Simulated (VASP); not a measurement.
CuO:

```
Cu O
1.0
    -1.81697    1.81697    2.02511
     1.81697   -1.81697    2.02511
     1.81697    1.81697   -2.02511
Cu O
1 1
Cartesian
  0.0000 0.0000 2.0251
  0.0000 0.0000 0.0000
```

| Property | Result |
| --- | --- |
| Program | VASP 6.6.1 |
| Task | relaxation of cell and atoms |
| Functional | PBE |
| Potentials or basis | VASP PAW PBE potentials, release 64 (Cu, O) |
| Cutoff | 600 eV |
| k mesh | 6 × 6 × 6 |
| Occupations | gaussian, width 0.1 eV |
| Spin | collinear spin, ferromagnetic start |
| Starting moments | [1.0, 0.0] μB |

At the start: pressure -21.4 GPa; volume 13.37 Å³/atom.

How do energy, volume and symmetry change on relaxing?

Over 12 steps the energy falls by 307.9 meV/atom and the volume is 9.65 Å³/atom (-27.9 %); space group I4/mmm (No. 139, to 0.05 Å); moment 0.00 μB per cell.

Step by step:
```tsv
step	energy change (eV)	largest force (eV/Å)	pressure (GPa)	volume (Å³)
1	0.0000	0.0000	-21.42	26.74
2	-0.3007	0.0000	16.53	20.37
3	-0.4241	0.0000	-2.47	22.21
4	-0.4241	0.0000	-1.82	22.13
5	-0.4768	0.0000	-1.95	21.39
6	-0.5897	0.0000	4.72	19.15
7	-0.5863	0.0000	8.93	18.56
8	-0.5908	0.0000	6.49	18.88
9	-0.6151	0.0000	-1.34	19.43
10	-0.6152	0.0000	-0.73	19.38
11	-0.6152	0.0000	-0.85	19.39
12	-0.6158	0.0000	-0.16	19.29
```

Final structure:
```
Cu O
1.0
    -1.53586    1.53586    2.04475
     1.53586   -1.53586    2.04475
     1.53586    1.53586   -2.04475
Cu O
1 1
Direct
  0.50000 0.50000 0.00000
  0.00000 0.00000 0.00000
```

Caveat: the k points lie up to 0.48 Å⁻¹ apart in the final cell; the volume moved by over 15 % at a fixed basis, so the end points are rough.
